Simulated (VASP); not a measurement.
Crystal: Ag.

```
Ag
1.0
     0.00000    2.04275    2.04275
     2.04275    0.00000    2.04275
     2.04275    2.04275    0.00000
Ag
1
Direct
  0.00000 0.00000 0.00000
```

| Item | Value |
| --- | --- |
| Program | VASP 6.6.1 |
| Task | relaxation of cell and atoms |
| Functional | PBE |
| Potentials or basis | VASP PAW PBE potentials, release 64 (Ag) |
| Cutoff | 500 eV |
| k mesh | 24 × 24 × 24 |
| Occupations | gaussian, width 0.03 eV |
| Spin | no spin polarisation |

At the start: pressure 4.6 GPa; volume 17.05 Å³/atom.

**Question.** Where does the relaxation end?

**Answer.** Over 3 steps the energy falls by 10.6 meV/atom and the volume is 17.83 Å³/atom (+4.6 %); space group Fm-3m (No. 225, to 0.05 Å).

Step by step:
| step | energy change (eV) | largest force (eV/Å) | pressure (GPa) | volume (Å³) |
| --- | --- | --- | --- | --- |
| 1 | 0.0000 | 0.0000 | 4.59 | 17.05 |
| 2 | -0.0075 | 0.0000 | -2.12 | 18.28 |
| 3 | -0.0106 | 0.0000 | 0.01 | 17.83 |

Final structure:
```
CELL_PARAMETERS angstrom
0.00000 2.07340 2.07340
2.07340 0.00000 2.07340
2.07340 2.07340 0.00000
ATOMIC_POSITIONS crystal
Ag 0.00000 0.00000 0.00000
```
